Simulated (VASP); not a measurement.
Crystal: LiBeF3.

```
Li Be F
1.0
     2.76776    0.00000    0.00000
     0.00000    2.61433    4.08306
     0.00000   -2.61433    4.08306
Li Be F
1 1 3
Direct
  0.50000 0.69391 0.69391
  0.00000 0.05475 0.05475
  0.00000 0.90517 0.40093
  0.00000 0.40093 0.90517
  0.50000 0.94457 0.94457
```

Base run:

```yaml
Program: VASP 6.6.1
Functional: PBE
Potentials_or_basis: VASP PAW PBE potentials, release 64 (Li_sv, Be, F)
Cutoff: 520 eV
k_mesh: 8 × 6 × 6
Occupations: gaussian, width 0.02 eV
Spin: no spin polarisation
```

Its results: band gap on the k mesh 7.52 eV, indirect (least direct gap 7.56 eV); largest force 0.042 eV/Å.

Problem. The run is repeated on the same cell with these changes: functional from PBE to r2SCAN. What comes out?

Solution. Band gap on the k mesh 8.29 eV, indirect (least direct gap 8.33 eV); largest force 0.107 eV/Å.

r2SCAN gives the wider gap, since meta-GGAs in the generalised Kohn-Sham scheme recover part of the derivative discontinuity.

Caveats: the PAW data sets were made with another functional, which shifts forces and pressure a little (some runs).

A k mesh can miss the band edges.
